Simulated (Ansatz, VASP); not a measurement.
**TiSi2 in VASP and in Ansatz**

```
Ti Si
1.0
     1.75148   -6.62186    0.00000
     1.75148    6.62186    0.00000
     0.00000    0.00000    3.53869
Ti Si
2 4
Cartesian
  1.7515 -5.2685 2.6540
  1.7515 5.2685 0.8847
  1.7515 -0.7992 2.6540
  1.7515 0.7992 0.8847
  1.7515 3.3151 2.6540
  1.7515 -3.3151 0.8847
```

Alike in both runs: functional PBE; dispersion D3(BJ); k mesh 10 × 10 × 10; occupations gaussian, width 0.1 eV; no spin polarisation.

Ansatz relaxed the structure, and its values are those at the end. VASP's run is a single point on that final structure, the one shown.

```csv
,VASP,Ansatz
version,VASP 6.6.1,Ansatz 0.2.0
potentials or method,"VASP PAW PBE potentials, release 64 (Ti_sv, Si), cutoff 520 eV","scalar-relativistic, plane waves, PAW"
valence electrons in the cell,40,40
```

```tsv
	VASP	Ansatz	Ansatz less VASP
gap on the k mesh at the Fermi level (eV)	none	none	-
pressure (GPa)	0.0	0.0	+0.04
rms of the force components (eV/Å)	0.003	0.000	-0.0031
```

A gap of «none» marks a metal or a gap that the smearing closes.
